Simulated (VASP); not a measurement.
Runs of VASP 6.6.1 on CuI (Marshite). The structure is that of space group F-43m (No. 216), or close to it. The cells are those of the table. 

```csv
cell,gap on the mesh (eV),pressure (GPa)
"a = 4.399 Å, angles 60.0°, 2 atoms",0.81,-6.3
"a = 4.344 Å, angles 60.0°, 2 atoms",0.90,(b)
"a = 4.170 Å, angles 60.0°, 2 atoms",1.23,(a)
"a = 4.229 Å, angles 60.0°, 2 atoms",1.11,-2.7
```

Alike in all rows: task single point; level LDA; potentials or basis VASP PAW LDA potentials, release 64 (Cu, I); no spin polarisation; k mesh 6 × 6 × 6; cutoff (eV) 600; smearing gaussian 0.01 eV.

Q: Estimate the missing entries.

A: (a) -0.7; (b) -5.4.

Caveats: spin-orbit coupling is left out, which moves the levels of the heavy elements.

A k mesh can miss the band edges, and the runs leave out spin-orbit coupling on I.
